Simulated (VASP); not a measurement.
# B (Fm-3m) in VASP: a series of runs, part 2 of 2

VASP 6.6.1.

### 5 Relaxation of cell and atoms, PBE

This run uses another cell than the first one, of 6.55 Å³/atom, 1.071 times its volume.

Input file INCAR:

```
PREC     = Accurate       # precision mode
ENCUT    = 600            # plane-wave cutoff, eV
EDIFF    = 1E-6           # SCF threshold, eV
ISMEAR   = -1             # smearing method
SIGMA    = 0.1            # smearing width, eV
LREAL    = F              # projectors in reciprocal space
LASPH    = T              # aspherical terms in the spheres
NELM     = 80             # most SCF steps
ALGO     = Normal         # electronic algorithm
ISIF     = 3              # what is computed and relaxed
LWAVE    = F              # write WAVECAR
LCHARG   = F              # write CHGCAR
GGA      = PE             # functional
IBRION   = 2              # ionic algorithm
NSW      = 80             # ionic steps
EDIFFG   = -0.01          # ionic threshold
```

Input file KPOINTS:

```
Automatic mesh
0
Gamma
  18 18 18
```

Input file POSCAR:

```
B
1.0
    0.0000000000      1.4853449006      1.4853449006
    1.4853449006      0.0000000000      1.4853449006
    1.4853449006      1.4853449006      0.0000000000
B
1
Direct
    0.0000000000      0.0000000000      0.0000000000
```

Potentials or basis: VASP PAW PBE potentials, release 64 (B).

Run with:

```sh
cat potpaw_PBE.64/B/POTCAR > POTCAR
mpirun -np 1 vasp_std > vasp.out
```

OUTCAR:

```text
PREC = Accurate
   ENCUT = 600
   EDIFF = 1E-6
   ISMEAR = -1
   LREAL = F
   LASPH = T
   NELM = 80
   ISIF = 3
   GGA = PE
   IBRION = 2
   NSW = 80
   EDIFFG = -0.01

 ion  position               nearest neighbor table
   1  0.000  0.000  0.000-

  LATTYP: Found a face centered cubic cell.
 ALAT       =     2.9706898012

  Lattice vectors:

 A1 = (   0.0000000000,   1.4853449006,   1.4853449006)
 A2 = (   1.4853449006,   0.0000000000,   1.4853449006)
 A3 = (   1.4853449006,   1.4853449006,   0.0000000000)

Analysis of symmetry for initial positions (statically):
=====================================================================
 Subroutine PRICEL returns:
 Original cell was already a primitive cell.

 Routine SETGRP: Setting up the symmetry group for a
 face centered cubic supercell.
[... 167 lines left out ...]

 E-fermi :   9.2882     XC(G=0): -12.5771

 val. band max:        9.2811246501   @ k =  -0.3333   0.0556   0.0000
 cond. band min:       9.3521371937   @ k =  -0.3889   0.4444   0.1111
 fundamental gap:      0.0710125435
 Fermi energy:         9.2882445126

 k-point     1 :       0.0000    0.0000    0.0000
  band No.  band energies     occupation
      1      -8.6609      2.00000
      2      23.7808      0.00000
      3      23.7808      0.00000
      4      23.7808      0.00000
      5      39.8760      0.00000
[... 253 lines left out ...]
--------------------------------------- Ionic step        3  -------------------------------------------

 number of electron       3.0000000 magnetization

 Free energy of the ion-electron system (eV)
  ---------------------------------------------------
  ext. energy  EPLUGINS =         0.00000000
  ---------------------------------------------------
  free energy    TOTEN  =        -5.35490657 eV

  energy without entropy =       -5.34704014  energy(sigma->0) =       -5.35097335

 E-fermi :  10.5888     XC(G=0): -13.0237

 val. band max:       10.5518971262   @ k =  -0.3889   0.4444   0.1111
 cond. band min:      10.6244005829   @ k =  -0.3333   0.5000   0.1667
 fundamental gap:      0.0725034567
 Fermi energy:        10.5888493487

 k-point     1 :       0.0000    0.0000    0.0000
  band No.  band energies     occupation
      1      -8.6262      2.00000
      2      26.5749      0.00000
      3      26.5749      0.00000
      4      26.5749      0.00000
      5      43.0666      0.00000
[... 212 lines left out ...]
  FREE ENERGIE OF THE ION-ELECTRON SYSTEM (eV)
  ---------------------------------------------------
  free  energy   TOTEN  =        -5.3549065661 eV

  energy  without entropy=       -5.3470401367  energy(sigma->0) =       -5.35097335

 reached required accuracy - stopping structural energy minimisation
```

OSZICAR:

```text
N       E                     dE             d eps       ncg     rms          rms(c)
DAV:   1    -0.117647256387E+01   -0.11765E+01   -0.16530E+03  2005   0.525E+02
DAV:   2    -0.528727472939E+01   -0.41108E+01   -0.39068E+01  2560   0.633E+01
DAV:   3    -0.530581208439E+01   -0.18537E-01   -0.18533E-01  2310   0.473E+00
[... 14 lines left out ...]
       N       E                     dE             d eps       ncg     rms          rms(c)
DAV:   1    -0.535530352021E+01   -0.70326E-02   -0.73913E-02  1980   0.335E+00    0.171E-01
DAV:   2    -0.535505277107E+01    0.25075E-03   -0.67322E-05  2080   0.108E-01    0.101E-01
DAV:   3    -0.535490665779E+01    0.14611E-03   -0.74935E-05  2060   0.930E-02    0.555E-03
DAV:   4    -0.535490656607E+01    0.91715E-07   -0.34038E-08  1320   0.273E-03
   3 F= -.53549066E+01 E0= -.53509734E+01  d E =-.539959E-01
```

It took 6.9 s on 1 thread of Intel Xeon Platinum 8488C (Sapphire Rapids), shared host; peak memory 0.11 GiB.

Results:

```
Free energy                            : -5.3549 eV
Relaxed volume                         : 5.88 Å³/atom
Relaxed cell                           : a = 2.026 Å, b = 2.026 Å, c = 2.026 Å, α = 60.00°, β = 60.00°, γ = 60.00°
Space group after relaxing (to 0.05 Å) : Fm-3m (No. 225)
Energy gained by relaxing              : 54.0 meV/atom
Ionic steps                            : 3
Pressure after relaxing                : 0.1 GPa
```

Step by step:
```csv
step,energy change (eV),largest force (eV/Å),pressure (GPa),volume (Å³)
1,0.0000,0.0000,-23.69,6.55
2,-0.0474,0.0000,10.51,5.68
3,-0.0540,0.0000,0.06,5.88
```

Final structure:
```xyz
1
Lattice="0.0000 1.4329 1.4329 1.4329 0.0000 1.4329 1.4329 1.4329 0.0000" Properties=species:S:1:pos:R:3 pbc="T T T"
B     0.0000    0.0000    0.0000
```

### 6 Overview

| task | cell | k mesh | cutoff (eV) | gap on the mesh (eV) | pressure (GPa) |
| --- | --- | --- | --- | --- | --- |
| single point | a = 2.053 Å, angles 60.0°, 1 atom | 21 × 21 × 21 | 520 | none | -9.8 |
| single point | a = 2.079 Å, angles 60.0°, 1 atom | 21 × 21 × 21 | 520 | none | -18.0 |
| single point | a = 2.105 Å, angles 60.0°, 1 atom | 21 × 21 × 21 | 520 | none | -24.8 |
| relaxation of cell and atoms | relaxed from a = 2.101 Å, angles 60.0°, 1 atom | 18 × 18 × 18 | 600 | none | 0.1 |

Alike in all rows: level PBE; potentials or basis VASP PAW PBE potentials, release 64 (B); no spin polarisation; smearing fermi-dirac 0.1 eV.

Total energies depend on the potentials used, so only differences within one code and one set of settings carry meaning.
